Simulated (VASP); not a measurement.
# CaSe (F-43m) in VASP: notebook

The runs below take CaSe through single point, with r2SCAN, PBE.

Everything below comes from runs of VASP 6.6.1. Logs are shortened: lines on timing, memory, paths and dates and some standing lists are left out, and cuts for length are marked.

## (1) The cell of the first run

Symmetry: F-43m, No. 216, cubic system. The conventional cell has a = 6.559 Å, b = 6.559 Å, c = 6.559 Å, α = 90.00°, β = 90.00°, γ = 90.00°. Ca (site symmetry -43m) has 4 Se at 2.84 Å within 3.7 Å. Within 3.7 Å of Se (site symmetry -43m) lie 4 Ca at 2.84 Å.

## (2) Single point, r2SCAN

Input file POSCAR:

```
CaSe
1.0
    0.0000000000      3.2795613712      3.2795613712
    3.2795613712      0.0000000000      3.2795613712
    3.2795613712      3.2795613712      0.0000000000
Ca Se
1 1
Direct
    0.0000000000      0.0000000000      0.0000000000
    0.2500000000      0.2500000000      0.2500000000
```

Input file INCAR.step1:

```
ALGO     = Normal         # electronic algorithm
EDIFF    = 1E-4           # SCF threshold, eV
ENCUT    = 520            # plane-wave cutoff, eV
GGA      = PE             # functional
ISMEAR   = 0              # smearing method
LASPH    = T              # aspherical terms in the spheres
LCHARG   = F              # write CHGCAR
LREAL    = F              # projectors in reciprocal space
LWAVE    = T              # write WAVECAR
NBANDS   = 15             # bands
NELM     = 60             # most SCF steps
PREC     = Accurate       # precision mode
SIGMA    = 0.01           # smearing width, eV
```

Input file INCAR.step2:

```
ALGO     = Normal         # electronic algorithm
EDIFF    = 1E-7           # SCF threshold, eV
ENCUT    = 520            # plane-wave cutoff, eV
ISIF     = 2              # what is computed and relaxed
ISMEAR   = 0              # smearing method
ISTART   = 1            
LASPH    = T              # aspherical terms in the spheres
LCHARG   = F              # write CHGCAR
LMIXTAU  = T            
LREAL    = F              # projectors in reciprocal space
LWAVE    = F              # write WAVECAR
METAGGA  = R2SCAN         # meta-GGA
NBANDS   = 15             # bands
NELM     = 60             # most SCF steps
PREC     = Accurate       # precision mode
SIGMA    = 0.01           # smearing width, eV
```

Input file KPOINTS:

```
k-points
0
Gamma
  4 4 4
```

Potentials or basis: VASP PAW PBE potentials, release 64 (Ca_sv, Se).

Run with:

```
$ cat potpaw_PBE.64/Ca_sv/POTCAR potpaw_PBE.64/Se/POTCAR > POTCAR
$ cp INCAR.step1 INCAR
$ mpirun -np 1 vasp_std > vasp.out
$ cp INCAR.step2 INCAR
$ mpirun -np 1 vasp_std > vasp.out
```

OUTCAR:

```text
EDIFF = 1E-7
   ENCUT = 520
   ISIF = 2
   ISMEAR = 0
   ISTART = 1
   LASPH = T
   LREAL = F
   METAGGA = R2SCAN
   NELM = 60
   PREC = Accurate

 ion  position               nearest neighbor table
   1  0.000  0.000  0.000-   2 2.84   2 2.84   2 2.84   2 2.84
   2  0.250  0.250  0.250-   1 2.84   1 2.84   1 2.84   1 2.84

  LATTYP: Found a face centered cubic cell.
 ALAT       =     6.5591227424

  Lattice vectors:

 A1 = (   0.0000000000,   3.2795613712,   3.2795613712)
 A2 = (   3.2795613712,   0.0000000000,   3.2795613712)
 A3 = (   3.2795613712,   3.2795613712,   0.0000000000)

Analysis of symmetry for initial positions (statically):
=====================================================================
 Subroutine PRICEL returns:
 Original cell was already a primitive cell.

 Routine SETGRP: Setting up the symmetry group for a
 face centered cubic supercell.

 Subroutine GETGRP returns: Found 24 space group operations
 (whereof 24 operations were pure point group operations)
 out of a pool of 48 trial point group operations.

The static configuration has the point symmetry T_d .

Analysis of symmetry for dynamics (positions and initial velocities):
=====================================================================
 Subroutine PRICEL returns:
 Original cell was already a primitive cell.

 Routine SETGRP: Setting up the symmetry group for a
 face centered cubic supercell.

 Subroutine GETGRP returns: Found 24 space group operations
 (whereof 24 operations were pure point group operations)
 out of a pool of 48 trial point group operations.

The dynamic configuration has the point symmetry T_d .

 Subroutine INISYM returns: Found 24 space group operations
 (whereof 24 operations are pure point group operations),
 and found     1 'primitive' translations

----------------------------------------------------------------------------------------

                                     Primitive cell

  volume of cell :      70.5468

  direct lattice vectors                    reciprocal lattice vectors
     0.000000000  3.279561371  3.279561371    -0.152459413  0.152459413  0.152459413
     3.279561371  0.000000000  3.279561371     0.152459413 -0.152459413  0.152459413
     3.279561371  3.279561371  0.000000000     0.152459413  0.152459413 -0.152459413

  length of vectors
     4.638000170  4.638000170  4.638000170     0.264067449  0.264067449  0.264067449

  position of ions in fractional coordinates (direct lattice)
     0.000000000  0.000000000  0.000000000
     0.250000000  0.250000000  0.250000000

  ion indices of the primitive-cell ions
   primitive index   ion index
                 1           1
                 2           2

----------------------------------------------------------------------------------------

 KPOINTS: k-points

Automatic generation of k-mesh.
 Grid dimensions read from file:
 generate k-points for:    4    4    4

 Generating k-lattice:

  Cartesian coordinates                     Fractional coordinates (reciprocal lattice)
    -0.038114853  0.038114853  0.038114853     0.250000000  0.000000000  0.000000000
     0.038114853 -0.038114853  0.038114853     0.000000000  0.250000000  0.000000000
     0.038114853  0.038114853 -0.038114853     0.000000000  0.000000000  0.250000000

  Length of vectors
     0.066016862  0.066016862  0.066016862

  Shift w.r.t. Gamma in fractional coordinates (k-lattice)
     0.000000000  0.000000000  0.000000000

 Subroutine IBZKPT returns following result:
 ===========================================

 Found      8 irreducible k-points:

 Following reciprocal coordinates:
            Coordinates               Weight
  0.000000  0.000000  0.000000      1.000000
  0.250000  0.000000  0.000000      8.000000
  0.500000  0.000000  0.000000      4.000000
  0.250000  0.250000  0.000000      6.000000
  0.500000  0.250000  0.000000     24.000000
 -0.250000  0.250000  0.000000     12.000000
  0.500000  0.500000  0.000000      3.000000
 -0.250000  0.500000  0.250000      6.000000
   k-points           NKPTS =      8   k-points in BZ     NKDIM =      8   number of bands    NBANDS=     15
   number of dos      NEDOS =    301   number of ions     NIONS =      2
   total plane-waves  NPLWV =  46656
   dimension x,y,z NGX =    36 NGY =   36 NGZ =   36
   dimension x,y,z NGXF=    72 NGYF=   72 NGZF=   72
   ions per type =               1   1
   NGX,Y,Z   is equivalent  to a cutoff of  12.90, 12.90, 12.90 a.u.
   NGXF,Y,Z  is equivalent  to a cutoff of  25.81, 25.81, 25.81 a.u.
 SYSTEM =  unknown system
   PREC   = accura    normal or accurate (medium, high low for compatibility)
   ISTART =      1    job   : 0-new  1-cont  2-samecut
   ICHARG =      0    charge: 1-file 2-atom 10-const
   ISPIN  =      1    spin polarized calculation?
   LNONCOLLINEAR =      F non collinear calculations
   LSORBIT =      F    spin-orbit coupling
   LASPH  =      T    aspherical Exc in radial PAW
   ENCUT  =  520.0 eV  38.22 Ry    6.18 a.u.   8.62  8.62  8.62*2*pi/ulx,y,z
   NELM   =     60;   NELMIN=  2; NELMDL=  0     # of ELM steps
   EDIFF  = 0.1E-06   stopping-criterion for ELM
   LREAL  =      F    real-space projection
   EDIFFG = 0.1E-05   stopping-criterion for IOM
   NSW    =      0    number of steps for IOM
   IBRION =     -1    ionic relax: 0-MD 1-quasi-New 2-CG
   NFREE  =      0    steps in history (QN), initial steepest desc. (CG)
   ISIF   =      2    stress and relaxation
   ISYM   =      2    0-nonsym 1-usesym 2-fastsym
   POTIM  = 0.5000    time-step for ionic-motion
   TEBEG  =    0.0;   TEEND  =   0.0 temperature during run
   PSTRESS=    0.0 pullay stress
   NELECT =      16.0000    total number of electrons
   NUPDOWN=      -1.0000    fix difference up-down
   EMIN   =  10.00;   EMAX   =-10.00  energy-range for DOS
   EFERMI =   0.00;   METHOD = LEGACY
   ISMEAR =     0;   SIGMA  =   0.01  broadening in eV -4-tet -1-fermi 0-gaus
   EFERMI_NEDOS =   21; number of points for ismear=-14 and -15
   IALGO  =     38    algorithm
   IMIX   =      4    mixing-type and parameters
     AMIX     =   0.40;   BMIX     =  1.00
     AMIX_MAG =   1.60;   BMIX_MAG =  1.00
  volume/ion in A,a.u.               =      35.27       238.04
  Fermi-wavevector in a.u.,A,eV,Ry     =   0.998364  1.886635 13.561354  0.996731
  Thomas-Fermi vector in A             =   2.130583
   LORBIT       =      0    0 simple, 1 ext, 2 COOP (PROOUT), +10 PAW based schemes
   METAGGA = R2SCAN    functional components
   LHFCALC =     F    Hartree Fock is set to
   AEXX    =    0.0000 exact exchange contribution
   IVDW    =     0    specifies the selected vdW correction
   LEPSILON=     F    determine dielectric tensor
   LRPA    =     F    only Hartree local field effects (RPA)
 non-spin polarized calculation
 Gauss-broadening in eV      SIGMA  =   0.01
  energy-cutoff  :      520.00
  volume of cell :       70.55
 maximum number of plane-waves:      1924
 NGX is ok and might be reduce to    36
   NGX = 17   NGY = 17   NGZ = 17

 number of electron      16.0000003 magnetization

 Free energy of the ion-electron system (eV)
  ---------------------------------------------------
  ext. energy  EPLUGINS =         0.00000000
  ---------------------------------------------------
  free energy    TOTEN  =       -25.35915446 eV

  energy without entropy =      -25.35915446  energy(sigma->0) =      -25.35915446

 E-fermi :  -0.5269     XC(G=0):  -8.0144

 val. band max:       -0.5822344843   @ k =  -0.2500   0.2500   0.0000
 cond. band min:       3.1024972369   @ k =   0.0000   0.0000   0.0000
 fundamental gap:      3.6847317212
 Fermi energy:        -0.5269472423

 k-point     1 :       0.0000    0.0000    0.0000
  band No.  band energies     occupation
      1     -41.1766      2.00000
      2     -21.3080      2.00000
      3     -21.3080      2.00000
      4     -21.3079      2.00000
      5     -11.3030      2.00000
      6      -0.6759      2.00000
      7      -0.6759      2.00000
      8      -0.6759      2.00000
      9       3.1025      0.00000
     10       5.3619      0.00000
     11       5.3619      0.00000
     12       7.4071      0.00000
     13       7.4071      0.00000
     14       7.4071      0.00000
     15       9.1861      0.00000

 k-point     2 :       0.2500    0.0000    0.0000
  band No.  band energies     occupation
      1     -41.1756      2.00000
      2     -21.3320      2.00000
      3     -21.3109      2.00000
      4     -21.3109      2.00000
      5     -11.1684      2.00000
      6      -1.3667      2.00000
      7      -0.6324      2.00000
      8      -0.6324      2.00000
      9       4.4822      0.00000
     10       5.1968      0.00000
     11       5.1968      0.00000
     12       6.5470      0.00000
     13       7.2041      0.00000
     14       7.2041      0.00000
     15       8.0524      0.00000

 k-point     3 :       0.5000    0.0000    0.0000
  band No.  band energies     occupation
      1     -41.1747      2.00000
      2     -21.3556      2.00000
      3     -21.3138      2.00000
      4     -21.3138      2.00000
      5     -11.0317      2.00000
      6      -1.8108      2.00000
      7      -0.5980      2.00000
      8      -0.5980      2.00000
      9       5.0294      0.00000
     10       5.4804      0.00000
     11       5.4804      0.00000
     12       5.8126      0.00000
     13       6.3506      0.00000
     14       6.3506      0.00000
     15       8.8952      0.00000

 k-point     4 :       0.2500    0.2500    0.0000
  band No.  band energies     occupation
      1     -41.1753      2.00000
      2     -21.3337      2.00000
      3     -21.3150      2.00000
      4     -21.3150      2.00000
      5     -11.1242      2.00000
      6      -1.4315      2.00000
      7      -0.6619      2.00000
      8      -0.6619      2.00000
      9       4.1211      0.00000
     10       5.2233      0.00000
     11       5.7361      0.00000
     12       6.6834      0.00000
     13       6.7740      0.00000
     14       6.7740      0.00000
     15       8.7045      0.00000

 k-point     5 :       0.5000    0.2500    0.0000
  band No.  band energies     occupation
      1     -41.1744      2.00000
      2     -21.3519      2.00000
      3     -21.3232      2.00000
      4     -21.3179      2.00000
      5     -10.9885      2.00000
      6      -1.6145      2.00000
      7      -0.9082      2.00000
      8      -0.6163      2.00000
      9       3.9419      0.00000
     10       5.1050      0.00000
     11       5.6902      0.00000
     12       6.4365      0.00000
     13       6.7256      0.00000
     14       7.3125      0.00000
     15       9.0036      0.00000

 k-point     6 :      -0.2500    0.2500    0.0000
  band No.  band energies     occupation
      1     -41.1747      2.00000
      2     -21.3460      2.00000
      3     -21.3235      2.00000
      4     -21.3139      2.00000
      5     -11.0334      2.00000
      6      -1.4929      2.00000
      7      -0.9953      2.00000
      8      -0.5822      2.00000
      9       4.5827      0.00000
     10       4.9968      0.00000
     11       5.3791      0.00000
     12       6.6009      0.00000
     13       6.8554      0.00000
     14       7.1165      0.00000
     15       8.4345      0.00000

 k-point     7 :       0.5000    0.5000    0.0000
  band No.  band energies     occupation
      1     -41.1741      2.00000
      2     -21.3586      2.00000
      3     -21.3220      2.00000
      4     -21.3220      2.00000
      5     -10.9439      2.00000
      6      -1.8264      2.00000
      7      -0.6316      2.00000
      8      -0.6316      2.00000
      9       3.3124      0.00000
     10       4.9715      0.00000
     11       6.1155      0.00000
     12       6.1155      0.00000
     13       6.1918      0.00000
     14       8.1035      0.00000
     15       9.4772      0.00000

 k-point     8 :      -0.2500    0.5000    0.2500
  band No.  band energies     occupation
      1     -41.1741      2.00000
      2     -21.3527      2.00000
      3     -21.3280      2.00000
      4     -21.3221      2.00000
      5     -10.9441      2.00000
      6      -1.3124      2.00000
      7      -1.2625      2.00000
      8      -0.6968      2.00000
      9       3.5763      0.00000
     10       4.9434      0.00000
     11       5.9464      0.00000
     12       6.2268      0.00000
     13       6.8732      0.00000
     14       8.8294      0.00000
     15       8.9541      0.00000

------------------------ aborting loop because EDIFF is reached ----------------------------------------

  FORCE on cell =-STRESS in cart. coord.  units (eV):
  Direction    XX          YY          ZZ          XY          YZ          ZX
  --------------------------------------------------------------------------------------
  -------------------------------------------------------------------------------------
  Total        0.0801097      0.0801097      0.0801097      0.0000000      0.0000000      0.0000000
  in kB        1.8193595      1.8193595      1.8193595      0.0000000      0.0000000      0.0000000
  external PRESSURE =       1.8193595 kB  Pullay stress =       0.0000000 kB

 VOLUME and BASIS-vectors are now :
 -----------------------------------------------------------------------------
  energy-cutoff  :      520.00
  volume of cell :       70.55
      direct lattice vectors                 reciprocal lattice vectors
     0.000000000  3.279561371  3.279561371    -0.152459413  0.152459413  0.152459413
     3.279561371  0.000000000  3.279561371     0.152459413 -0.152459413  0.152459413
     3.279561371  3.279561371  0.000000000     0.152459413  0.152459413 -0.152459413

 POSITION                                       TOTAL-FORCE (eV/Angst)
 -----------------------------------------------------------------------------------
      0.00000      0.00000      0.00000         0.000000     -0.000000      0.000000
      1.63978      1.63978      1.63978        -0.000000      0.000000     -0.000000
 -----------------------------------------------------------------------------------
    total drift:                                0.000000      0.000000      0.000000

  FREE ENERGIE OF THE ION-ELECTRON SYSTEM (eV)
  ---------------------------------------------------
  free  energy   TOTEN  =       -25.3591544620 eV

  energy  without entropy=      -25.3591544620  energy(sigma->0) =      -25.35915446
```

Wall time 89 s (1 thread of Intel Xeon 8259CL, shared host); peak memory 0.22 GiB.

Results:

| Property | Result |
| --- | --- |
| Free energy | -25.3592 eV |
| Pressure | 0.2 GPa |
| Band gap on the k mesh | 3.68 eV (least direct gap 3.78 eV) |

Levels at points of the mesh, in eV from the valence-band top:
```csv
k point,band 4,band 5,band 6,band 7,band 8,band 9,band 10,band 11,band 12,band 13
"(0.00, 0.00, 0.00)",-20.73,-10.72,-0.09,-0.09,-0.09,3.68,5.94,5.94,7.99,7.99
"(0.50, 0.00, 0.00)",-20.73,-10.45,-1.23,-0.02,-0.02,5.61,6.06,6.06,6.39,6.93
"(0.50, 0.50, 0.00)",-20.74,-10.36,-1.24,-0.05,-0.05,3.89,5.55,6.70,6.70,6.77
```

Caveat: the PAW data sets were made with another functional, which shifts forces and pressure a little.

(Part 1 of 2 ends here.)
